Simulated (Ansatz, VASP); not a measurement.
## Ge in VASP and in Ansatz

```
Ge
1.0
     0.00000    2.54894    3.28398
     2.54881    0.00000    3.28398
     2.54881    2.54894    0.00000
Ge
2
Direct
  0.19177 0.19177 0.80823
  0.80823 0.80823 0.19177
```

Alike in both runs: functional PBE; k mesh 18 × 18 × 18; occupations gaussian, width 0.1 eV; no spin polarisation.

Ansatz relaxed the structure, and its values are those at the end. VASP's run is a single point on that final structure, the one shown.

```csv
,VASP,Ansatz
version,VASP 6.6.1,Ansatz 0.2.0
potentials or method,"VASP PAW PBE potentials, release 64 (Ge_d), cutoff 520 eV","scalar-relativistic, plane waves, PAW"
valence electrons in the cell,28,28
```

Ansatz gave:

```
gap on the k mesh at the Fermi level (eV) : none
pressure (GPa)                            : 0.0
```

Question: What did VASP give for the same quantities?

Answer: gap on the k mesh at the Fermi level (eV): none; pressure (GPa): -0.1.

A gap of «none» marks a metal or a gap that the smearing closes. With one functional, cell and mesh, what is left measures potentials, basis and numerics.
